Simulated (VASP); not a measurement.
Rh, 1 atom in the cell. Symmetry: Fm-3m, No. 225, cubic system. The conventional cell has a = 3.838 Å, b = 3.838 Å, c = 3.838 Å, α = 90.00°, β = 90.00°, γ = 90.00°. Within 3.6 Å of Rh (site symmetry m-3m) lie 12 Rh at 2.71 Å.  This cell differs from its parent crystal: volume scaled by 1.03.

* Program: VASP 6.6.1
* Task: single point
* Functional: r2SCAN
* Potentials or basis: VASP PAW PBE potentials, release 64 (Rh_sv_GW)
* Cutoff: 580 eV
* k mesh: 18 × 18 × 18
* Occupations: gaussian, width 0.1 eV
* Spin: no spin polarisation
* Dipole correction: no
* Second run: valence_matched
* Further INCAR settings: ALGO = Normal; EDIFF = 1e-06; NBANDS = 14

Potentials or basis: VASP PAW PBE potentials, release 64 (Rh_sv_GW).

Launch:

```console
$ cat potpaw_PBE.64/Rh_sv_GW/POTCAR > POTCAR
$ cp INCAR.step1 INCAR
$ mpirun -np 1 vasp_std > vasp.out
$ cp INCAR.step2 INCAR
$ mpirun -np 1 vasp_std > vasp.out
```

Hardware: 1 thread of Intel(R) Xeon(R) 6975P-C (Granite Rapids), on a shared host.

Q: Estimate the wall time of this run.

A: Wall time 2.1 min on 1 thread of Intel(R) Xeon(R) 6975P-C (Granite Rapids) (shared host), peak memory 0.19 GiB. Counts: k points 195.
